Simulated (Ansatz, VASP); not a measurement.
Cu3Pd in VASP and in Ansatz

```xyz
4
Lattice="3.6460 0.0000 0.0000 0.0000 3.6460 0.0000 0.0000 0.0000 3.6460" Properties=species:S:1:pos:R:3 pbc="T T T"
Cu    0.0000    1.8230    1.8230
Cu    1.8230    0.0000    1.8230
Cu    1.8230    1.8230    0.0000
Pd    0.0000    0.0000    0.0000
```

Change from the starting cell: volume scaled by 0.94, crystal datasets.

Alike in both runs: task electric field gradients; functional PBEsol; k mesh 9 × 9 × 9; occupations fermi-dirac, width 0.05 eV; no spin polarisation.

|  | VASP | Ansatz |
| --- | --- | --- |
| version | VASP 6.6.1 | Ansatz 0.2.0 |
| potentials or method | VASP PAW PBE potentials, release 64 (Cu, Pd), cutoff 520 eV | all-electron PAW with datasets made for the crystal, scalar-relativistic |

|  | VASP | Ansatz | Ansatz less VASP |
| --- | --- | --- | --- |
| pressure (GPa) | 1.8 | 1.3 | -0.44 |
| size of Vzz on the site where it differs most (V/Å²) | 27.4 | 25.9 | -1.50 |

VASP's potentials were made for PBE, not for PBEsol. Ansatz ran all-electron here, and VASP with PAW potentials.
